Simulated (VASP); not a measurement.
Set up this calculation in VASP 6.6.1, as the native input.

```yaml
Task: single point
Functional: r2SCAN
Potentials_or_basis: VASP PAW PBE potentials, release 64 (Sb)
Cutoff: 520 eV
k_mesh: 14 × 14 × 14
Occupations: gaussian, width 0.1 eV
Spin: no spin polarisation
Dipole_correction: no
Further_INCAR_settings: ALGO = Normal; EDIFF = 1e-07; NBANDS = 8
```

Sb:

```
Sb
1.0
     3.08748    0.00000    0.00000
     0.00000    3.08748    0.00000
     0.00000    0.00000    3.08748
Sb
1
Direct
  0.00000 0.00000 0.00000
```

This isn't the form of Sb at room conditions, which is rhombohedral.

These files were run (other wordings do the same):

POSCAR

```
Sb
1.0
    3.0874791218      0.0000000000      0.0000000000
    0.0000000000      3.0874791218      0.0000000000
    0.0000000000      0.0000000000      3.0874791218
Sb
1
Direct
    0.0000000000      0.0000000000      0.0000000000
```

INCAR.step1

```
SYSTEM = Sb
PREC = Accurate
ENCUT = 520
ISMEAR = 0
SIGMA = 0.1
LREAL = .FALSE.
LASPH = .TRUE.
NELM = 100
NBANDS = 8
GGA = PE
ALGO = Normal
EDIFF = 1E-4
LWAVE = .TRUE.
LCHARG = .FALSE.
```

INCAR.step2

```
SYSTEM = Sb
PREC = Accurate
ENCUT = 520
EDIFF = 1E-7
ISMEAR = 0
SIGMA = 0.1
LREAL = .FALSE.
LASPH = .TRUE.
NELM = 100
ALGO = Normal
ISIF = 2
LWAVE = .FALSE.
LCHARG = .FALSE.
METAGGA = R2SCAN
LMIXTAU = .TRUE.
NBANDS = 8
ISTART = 1
```

KPOINTS

```
regular mesh
0
G
  14 14 14
  0 0 0
```

Potentials or basis: VASP PAW PBE potentials, release 64 (Sb).

The run is started by

```console
$ cat potpaw_PBE.64/Sb/POTCAR > POTCAR
$ cp INCAR.step1 INCAR
$ mpirun -np 1 vasp_std > vasp.out
$ cp INCAR.step2 INCAR
$ mpirun -np 1 vasp_std > vasp.out
```

Results of the run:

```yaml
Pressure: 0.0 GPa
Band_gap_on_the_k_mesh: zero (an odd number of electrons rules out a gap without spin polarisation)
```

Caveat: the PAW data sets were made with another functional, which shifts forces and pressure a little; spin-orbit coupling is left out, which moves the levels of the heavy elements; an odd number of electrons without spin polarisation forces a metal; a magnetic or distorted state may lie lower.

Wall time 32 s on 1 thread of Intel(R) Xeon(R) Platinum 8559C (Emerald Rapids), with other jobs on the host, peak memory 0.15 GiB.
